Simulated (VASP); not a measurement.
# Ti3H in VASP: relaxation of the atoms with PBE

Aim: the relaxation of the atoms of Ti3H with PBE.

Program: VASP 6.6.1. These are calculated values, not measurements. Logs are shortened: lines on timing, memory, paths and dates and some standing lists are left out, and cuts for length are marked.

**1. The cell of the first run**

The cell holds a slab with vacuum, 4 atoms: a = 2.908 Å, b = 2.908 Å, c = 19.306 Å, α = 90.00°, β = 90.00°, γ = 90.00°.

**2. Relaxation of the atoms, PBE**

INCAR reads:

```
  PREC = Accurate
  ENCUT = 520
  EDIFF = 1E-6
  ISMEAR = 0
  SIGMA = 0.1
  LREAL = False
  LASPH = True
  NELM = 60
  ALGO = Normal
  ISIF = 2
  LWAVE = False
  LCHARG = False
  LDIPOL = True
  IDIPOL = 3
  DIPOL = 0.5 0.5 0.345
  GGA = PE
  IBRION = 2
  NSW = 36
  EDIFFG = -0.025
```

KPOINTS reads:

```
regular mesh
0
Gamma
  9 9 1
```

POSCAR reads:

```
Ti3H
1.0
    2.9075446922      0.0000000000      0.0000000000
    0.0000000000      2.9075446922      0.0000000000
    0.0000000000      0.0000000000     19.3059825228
Ti H
3 1
Selective dynamics
Direct
    0.5000000000      0.5000000000      0.2071896623  F F F
    0.0000000000      0.0000000000      0.3057583538  F F F
    0.5000000000      0.5000000000      0.4043297208  F F F
    0.8333333333      0.8333333333      0.4635184759  F F T
```

Potentials or basis: VASP PAW PBE potentials, release 64 (Ti_sv, H).

On the command line:

```sh
$ cat potpaw_PBE.64/Ti_sv/POTCAR potpaw_PBE.64/H/POTCAR > POTCAR
$ mpirun -np 1 vasp_std > vasp.out
```

OUTCAR:

```text
PREC = Accurate
   ENCUT = 520
   EDIFF = 1E-6
   ISMEAR = 0
   LREAL = False
   LASPH = True
   NELM = 60
   ISIF = 2
   GGA = PE
   IBRION = 2
   NSW = 36
   EDIFFG = -0.025

 ion  position               nearest neighbor table
   1  0.500  0.500  0.207-   2 2.80   2 2.80   2 2.80   2 2.80
   2  0.000  0.000  0.306-   1 2.80   1 2.80   1 2.80   1 2.80   3 2.80   3 2.80   3 2.80   3 2.80

   3  0.500  0.500  0.404-   4 1.78   2 2.80   2 2.80   2 2.80   2 2.80
   4  0.833  0.833  0.464-   3 1.78

  LATTYP: Found a simple tetragonal cell.
 ALAT       =     2.9075446922
 C/A-ratio  =     6.6399607114

  Lattice vectors:

 A1 = (   2.9075446922,   0.0000000000,   0.0000000000)
 A2 = (   0.0000000000,   2.9075446922,   0.0000000000)
 A3 = (   0.0000000000,   0.0000000000,  19.3059825228)

Analysis of symmetry for initial positions (statically):
=====================================================================
 Subroutine PRICEL returns:
 Original cell was already a primitive cell.

 Routine SETGRP: Setting up the symmetry group for a
 simple tetragonal supercell.

 Subroutine GETGRP returns: Found  2 space group operations
 (whereof  2 operations were pure point group operations)
 out of a pool of 16 trial point group operations.

The static configuration has the point symmetry C_1h.

Analysis of symmetry for dynamics (positions and initial velocities):
=====================================================================
 Subroutine PRICEL returns:
 Original cell was already a primitive cell.

 Routine SETGRP: Setting up the symmetry group for a
 simple tetragonal supercell.

 Subroutine GETGRP returns: Found  2 space group operations
 (whereof  2 operations were pure point group operations)
 out of a pool of 16 trial point group operations.

The dynamic configuration has the point symmetry C_1h.

Analysis of constrained symmetry for selective dynamics:
=====================================================================
 Subroutine PRICEL returns:
 Original cell was already a primitive cell.

 Routine SETGRP: Setting up the symmetry group for a
 simple tetragonal supercell.

 Subroutine GETGRP returns: Found  2 space group operations
 (whereof  2 operations were pure point group operations)
 out of a pool of 16 trial point group operations.

The constrained configuration has the point symmetry C_1h.

 Subroutine INISYM returns: Found  2 space group operations
[... 115 lines left out ...]
   ISMEAR =     0;   SIGMA  =   0.10  broadening in eV -4-tet -1-fermi 0-gaus
   EFERMI_NEDOS =   21; number of points for ismear=-14 and -15
   IALGO  =     38    algorithm
   IMIX   =      4    mixing-type and parameters
     AMIX     =   0.40;   BMIX     =  1.00
     AMIX_MAG =   1.60;   BMIX_MAG =  1.00
  volume/ion in A,a.u.               =      40.80       275.35
  Fermi-wavevector in a.u.,A,eV,Ry     =   0.998222  1.886366 13.557489  0.996447
  Thomas-Fermi vector in A             =   2.130431
   LORBIT       =      0    0 simple, 1 ext, 2 COOP (PROOUT), +10 PAW based schemes
   GGA     = PE    functional components
   LHFCALC =     F    Hartree Fock is set to
   AEXX    =    0.0000 exact exchange contribution
   IVDW    =     0    specifies the selected vdW correction
   LEPSILON=     F    determine dielectric tensor
   LRPA    =     F    only Hartree local field effects (RPA)
 conjugate gradient relaxation of ions
 non-spin polarized calculation
 Gauss-broadening in eV      SIGMA  =   0.10
  energy-cutoff  :      520.00
  volume of cell :      163.21
 maximum number of plane-waves:      4439
 NGX is ok and might be reduce to    24
   NGX = 11   NGY = 11   NGZ = 71

 dipolmoment           0.000000      0.000000     -0.178507 electrons x Angstroem

--------------------------------------- Ionic step        1  -------------------------------------------

 number of electron      37.0000014 magnetization

 Free energy of the ion-electron system (eV)
  ---------------------------------------------------
  ext. energy  EPLUGINS =         0.00000000
  ---------------------------------------------------
  free energy    TOTEN  =       -25.42154266 eV

  energy without entropy =      -25.39082206  energy(sigma->0) =      -25.40618236

------------------------ aborting loop because EDIFF is reached ----------------------------------------

  FORCE on cell =-STRESS in cart. coord.  units (eV):
  Direction    XX          YY          ZZ          XY          YZ          ZX
  --------------------------------------------------------------------------------------
  -------------------------------------------------------------------------------------
  Total       -1.3361456     -1.3361456      1.1750440      0.5166914      0.6882224      0.6882244
  in kB      -13.1165511    -13.1165511     11.5350635      5.0722086      6.7560782      6.7560980
  external PRESSURE =      -4.8993462 kB  Pullay stress =       0.0000000 kB
[... 63 lines left out ...]
--------------------------------------- Ionic step        3  -------------------------------------------

 number of electron      37.0000013 magnetization

 dipolmoment           0.000000      0.000000      0.038358 electrons x Angstroem

 Free energy of the ion-electron system (eV)
  ---------------------------------------------------
  ext. energy  EPLUGINS =         0.00000000
  ---------------------------------------------------
  free energy    TOTEN  =       -25.42299833 eV

  energy without entropy =      -25.39224251  energy(sigma->0) =      -25.40762042

 E-fermi :   0.0258     XC(G=0):  -4.7921

 val. band max:        0.0116089459   @ k =   0.4444   0.2222   0.0000
 cond. band min:       0.0544078016   @ k =   0.1111   0.0000   0.0000
 fundamental gap:      0.0427988557
 Fermi energy:         0.0257926753

 k-point     1 :       0.0000    0.0000    0.0000
  band No.  band energies     occupation
      1     -56.8592      2.00000
      2     -56.7717      2.00000
      3     -56.4288      2.00000
      4     -33.2450      2.00000
      5     -33.1251      2.00000
      6     -32.9483      2.00000
[... 589 lines left out ...]
     21       1.9720      0.00000
     22       1.9934      0.00000

 [... further k-points ...]

------------------------ aborting loop because EDIFF is reached ----------------------------------------

 vacuum level on the upper side and lower side of the slab       (xc-potential included)         0.076        -0.751

  FORCE on cell =-STRESS in cart. coord.  units (eV):
  Direction    XX          YY          ZZ          XY          YZ          ZX
  --------------------------------------------------------------------------------------
  -------------------------------------------------------------------------------------
  Total       -1.3961691     -1.3961691      1.0656796      0.4602067      0.6343263      0.6343283
  in kB      -13.7057848    -13.7057848     10.4614658      4.5177153      6.2269964      6.2270161
  external PRESSURE =      -5.6500346 kB  Pullay stress =       0.0000000 kB
[... 19 lines left out ...]
  FREE ENERGIE OF THE ION-ELECTRON SYSTEM (eV)
  ---------------------------------------------------
  free  energy   TOTEN  =       -25.4229983323 eV

  energy  without entropy=      -25.3922425095  energy(sigma->0) =      -25.40762042

 reached required accuracy - stopping structural energy minimisation

 vacuum level on the upper side and lower side of the slab         4.257         3.405
```

OSZICAR:

```text
N       E                     dE             d eps       ncg     rms          rms(c)
DAV:   1     0.395248969214E+03    0.39525E+03   -0.20465E+04  1284   0.161E+03
[... 35 lines left out ...]
DAV:   1    -0.254230497529E+02   -0.95252E-03   -0.91163E-02  1100   0.103E+00    0.780E-02
DAV:   2    -0.254236301125E+02   -0.58036E-03   -0.57596E-03  1488   0.694E-01    0.175E-01
DAV:   3    -0.254230940653E+02    0.53605E-03   -0.58062E-03  1676   0.618E-01    0.727E-02
DAV:   4    -0.254230557925E+02    0.38273E-04   -0.99296E-04  1648   0.274E-01    0.566E-02
DAV:   5    -0.254229983696E+02    0.57423E-04   -0.56877E-04  1506   0.219E-01    0.146E-02
DAV:   6    -0.254229975902E+02    0.77938E-06   -0.51580E-05  1472   0.773E-02    0.368E-03
DAV:   7    -0.254229983323E+02   -0.74207E-06   -0.43542E-06  1186   0.155E-02
   3 F= -.25422998E+02 E0= -.25407620E+02  d E =-.145567E-02
```

CONTCAR:

```text
Ti3H
   1.00000000000000
     2.9075446922000001    0.0000000000000000    0.0000000000000000
     0.0000000000000000    2.9075446922000001    0.0000000000000000
     0.0000000000000000    0.0000000000000000   19.3059825228000008
  Ti              H
     3     1
Selective dynamics
Direct
     0.5000000000000000    0.5000000000000000    0.2071896623000029   F   F   F
     0.0000000000000000    0.0000000000000000    0.3057583538000017   F   F   F
     0.5000000000000000    0.5000000000000000    0.4043297207999998   F   F   F
     0.8333333332999970    0.8333333332999970    0.4646509384146524   F   F   T

  0.00000000E+00  0.00000000E+00  0.00000000E+00
  0.00000000E+00  0.00000000E+00  0.00000000E+00
  0.00000000E+00  0.00000000E+00  0.00000000E+00
  0.00000000E+00  0.00000000E+00  0.00000000E+00
```

Run time: 4.1 min. Hardware: 1 thread of Intel Xeon Platinum 8259CL at 2.50GHz (Skylake/Cascade Lake), shared host; peak memory 0.31 GiB.

What came out:

| Quantity | Value |
| --- | --- |
| Free energy | -25.4230 eV |
| Energy gained by relaxing | 0.4 meV/atom |
| Ionic steps | 3 |
| Band gap on the k mesh | zero (an odd number of electrons rules out a gap without spin polarisation) |

The path:
| step | energy change (eV) | largest force on free atoms (eV/Å) | pressure (GPa) |
| --- | --- | --- | --- |
| 1 | 0.0000 | 0.1133 | -0.49 |
| 2 | -0.0006 | 0.0902 | -0.51 |
| 3 | -0.0015 | 0.0214 | -0.57 |

Final structure:
```yaml
crystal:
  lattice:
    - [2.90754, 0.00000, 0.00000]
    - [0.00000, 2.90754, 0.00000]
    - [0.00000, 0.00000, 19.30598]
  atoms:
    - { symbol: Ti, position: [0.50000, 0.50000, 0.20719] }
    - { symbol: Ti, position: [0.00000, 0.00000, 0.30576] }
    - { symbol: Ti, position: [0.50000, 0.50000, 0.40433] }
    - { symbol: H, position: [0.83333, 0.83333, 0.46465] }
```

The gap in the log of VASP goes by the Fermi energy; the results here count the filled bands.